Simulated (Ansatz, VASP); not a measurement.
**Two plane-wave programs on GeW3**

```
Ge W
1.0
     4.00611    0.00000    0.00000
     0.00000    4.00611    0.00000
     0.00000    0.00000    4.00611
Ge W
1 3
Direct
  0.00000 0.00000 0.00000
  0.00000 0.50000 0.50000
  0.50000 0.00000 0.50000
  0.50000 0.50000 0.00000
```

Alike in both runs: task single point; functional PBE; k mesh 4 × 4 × 4; occupations gaussian, width 0.1 eV; no spin polarisation.

```csv
,VASP,Ansatz
version,VASP 6.6.1,Ansatz 0.2.0
potentials or method,"VASP PAW PBE potentials, release 64 (Ge_d, W_sv), cutoff 520 eV","scalar-relativistic, plane waves, PAW"
valence electrons in the cell,56,56
```

Ansatz gave:

| Item | Value |
| --- | --- |
| gap on the k mesh at the Fermi level (eV) | none |
| pressure (GPa) | -5.3 |

Problem. Estimate VASP's values.

Solution. gap on the k mesh at the Fermi level (eV): none; pressure (GPa): -4.9.

A gap of «none» marks a metal or a gap that the smearing closes.

The k mesh is coarse, so the values compare programs but aren't converged. Neither program's run includes spin-orbit coupling.
